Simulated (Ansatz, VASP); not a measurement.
**AgCl: VASP beside Ansatz**

File POSCAR:

```
AgCl
1.0
    0.0000000000      2.7731500000      2.7731500000
    2.7731500000      0.0000000000      2.7731500000
    2.7731500000      2.7731500000      0.0000000000
Ag Cl
1 1
Direct
    0.4887312262      0.4887312262      0.5112687738
    0.0000000000      0.0000000000      0.0000000000
```

Contents of INCAR.step1:

```
SYSTEM = AgCl
  ALGO = Normal
  EDIFF = 1E-4
  ENCUT = 520
  GGA = PE
  ISMEAR = 0
  LASPH = .True.
  LCHARG = .False.
  LREAL = .False.
  LWAVE = .True.
  NBANDS = 16
  NELM = 100
  PREC = Accurate
  SIGMA = 0.05
```

Contents of INCAR.step2:

```
SYSTEM = AgCl
  ALGO = Normal
  EDIFF = 1E-7
  ENCUT = 520
  ISIF = 2
  ISMEAR = 0
  ISTART = 1
  LASPH = .True.
  LCHARG = .True.
  LELF = .True.
  LMIXTAU = .True.
  LREAL = .False.
  LVHAR = .True.
  LWAVE = .False.
  METAGGA = R2SCAN
  NBANDS = 16
  NELM = 100
  PREC = Accurate
  SIGMA = 0.05
```

Contents of KPOINTS:

```
k-points
0
Gamma
  8 8 8
  0 0 0
```

Input for Ansatz:

```yaml
crystal:
  lattice:
    - [0.0, 2.77315, 2.77315]
    - [2.77315, 0.0, 2.77315]
    - [2.77315, 2.77315, 0.0]
  atoms:
    - { symbol: Ag, position: [0.4887312262, 0.4887312262, 0.5112687738] }
    - { symbol: Cl, position: [0.0, 0.0, 0.0] }
basis:
  ecutwfc: 500
kpoints:
  mp_grid: { grid: [8, 8, 8] }
hamiltonian:
  xc: r2scan
scf:
  occupations: { method: gaussian, width: 0.05 }
output:
  forces: true
  stress: true
  eigenvalues: true
```

Change from the starting cell: all Ag atoms moved +0.062 Å, as atom 1 towards its neighbour atom 2 (Cl) at 2.773 Å.

Alike in both runs: task single point; functional r2SCAN; k mesh 8 × 8 × 8; occupations gaussian, width 0.05 eV; no spin polarisation.

|  | VASP | Ansatz |
| --- | --- | --- |
| version | VASP 6.6.1 | Ansatz 0.2.0 |
| potentials or method | VASP PAW PBE potentials, release 64 (Ag, Cl), cutoff 520 eV | scalar-relativistic, plane waves, PAW |
| valence electrons in the cell | 18 | 26 |

|  | VASP | Ansatz | Ansatz less VASP |
| --- | --- | --- | --- |
| gap on the k mesh at the Fermi level (eV) | 1.43 | 1.48 | +0.053 |
| least direct gap on the mesh (eV) | 3.59 | 3.64 | +0.044 |
| pressure (GPa) | 0.0 | 0.0 | +0.08 |
| traceless stress, the component that is largest in VASP (GPa) | 0.13 | 0.13 | 0.000 |
| rms of the force components (eV/Å) | 0.048 | 0.048 | +0.0006 |

VASP's potentials were made for PBE, not for r2SCAN. Atom by atom the forces differ by 0.001 eV/Å (rms over components). The functional is the same, so the differences come from potentials, cutoffs and numerics. VASP's potentials hold 18 valence electrons a cell and Ansatz's 26, so a difference there can come from the potentials and not from the codes.
